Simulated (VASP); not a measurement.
# TiTe2: single point with PBE

Crystal: TiTe2.

```
Ti Te
1.0
     3.77700    0.00000    0.00000
    -1.88850    3.27098    0.00000
     0.00000    0.00000    6.49800
Ti Te
1 2
Cartesian
  0.0000 0.0000 0.0000
  2.1163 0.8398 1.5464
  0.0000 2.1807 4.7903
```

This cell differs from its parent crystal: one atom moved.

```json
{"Program": "VASP 6.6.1", "Task": "single point", "Functional": "PBE", "Potentials or basis": "VASP PAW PBE potentials, release 64 (Ti_sv, Te)", "Cutoff": "520 eV", "k mesh": "12 × 12 × 6", "Occupations": "gaussian, width 0.1 eV", "Spin": "no spin polarisation"}
```

```
Pressure               : 6.1 GPa
Largest force          : 3.127 eV/Å
Band gap on the k mesh : zero (band 12 reaches 7.16 eV, above the bottom of band 13 at 6.55 eV)
```

Forces on the atoms (eV/Å):
```
Ti   1.478 -0.923 -1.847
Te  -1.801  1.260  2.224
Te   0.323 -0.337 -0.377
```

Stress tensor (GPa, compression positive):
```
 7.32 -2.25 -6.48
-2.25  2.19  4.66
-6.48  4.66  8.73
```

Levels at points of the mesh, in eV from the Fermi level:
| k point | band 9 | band 10 | band 11 | band 12 | band 13 | band 14 | band 15 | band 16 |
| --- | --- | --- | --- | --- | --- | --- | --- | --- |
| (0.00, 0.00, 0.00) | -1.95 | -0.19 | 0.10 | 0.28 | 0.68 | 1.07 | 1.38 | 2.93 |
| (0.50, 0.00, 0.00) | -2.72 | -2.62 | -2.04 | -1.20 | 0.17 | 1.00 | 1.39 | 2.49 |
| (0.00, 0.50, 0.00) | -2.94 | -2.40 | -2.23 | -1.17 | 0.16 | 1.03 | 1.42 | 2.42 |
| (0.50, 0.50, 0.00) | -3.06 | -2.15 | -1.82 | -1.29 | -0.04 | 0.97 | 1.30 | 2.61 |
| (0.00, 0.00, 0.50) | -2.00 | -1.81 | -0.05 | 0.02 | 0.82 | 1.05 | 1.23 | 3.31 |
| (0.50, 0.00, 0.50) | -2.58 | -2.16 | -1.12 | -1.03 | 0.07 | 1.01 | 1.36 | 2.58 |
| (0.00, 0.50, 0.50) | -2.56 | -2.29 | -1.07 | -0.92 | 0.09 | 1.04 | 1.40 | 2.80 |
| (0.50, 0.50, 0.50) | -2.66 | -2.05 | -1.41 | -0.93 | -0.33 | 0.97 | 1.26 | 2.69 |

It took 4 min on 1 thread of Intel(R) Xeon(R) 6975P-C (Granite Rapids) (shared host), peak memory 0.7 GiB.

Caveat: the cell differs from its parent crystal (one atom moved); spin-orbit coupling is left out, which moves the levels of the heavy elements; forces of over 1 eV/Å act on the atoms, so gaps and moduli don't describe the material at rest.
